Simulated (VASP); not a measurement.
Input of a VASP 6.6.1 run:

File INCAR:

```
  PREC = Accurate
  ENCUT = 690
  EDIFF = 1E-6
  ISMEAR = 0
  SIGMA = 0.028000000000000004
  LREAL = False
  LASPH = True
  NELM = 200
  ALGO = Normal
  ISIF = 2
  LWAVE = False
  LCHARG = False
  ISPIN = 2
  MAGMOM = 1 1
  LORBIT = 11
  LMAXMIX = 4
  GGA = PE
  NBANDS = 29
  GGA_COMPAT = False
```

File KPOINTS:

```
regular mesh
0
Gamma
  12 12 7
```

POSCAR

```
Ni
1.0
    2.4480228978      0.0000000000      0.0000000000
   -1.2240114489      2.1200500186      0.0000000000
    0.0000000000      0.0000000000      4.0728075700
Ni
2
Direct
    0.6666666667      0.3333333333      0.7500000000
    0.3333333333      0.6666666667      0.2500000000
```

Potentials or basis: VASP PAW PBE potentials, release 64 (Ni_sv_GW).

Command:

```console
$ cat potpaw_PBE.64/Ni_sv_GW/POTCAR > POTCAR
$ mpirun -np 1 vasp_std > vasp.out
```

Problem. Predict the site moments.

Solution. Ni +0.70 μB.

Problem. Estimate the net moment.

Solution. 1.33 μB per cell.

Problem. What does it give for the pressure?

Solution. 6.0 GPa.

Stress tensor (GPa, compression positive):
```
7.23 0.00 0.00
0.00 7.23 0.00
0.00 0.00 3.51
```

Caveat: the cell stands under pressure.
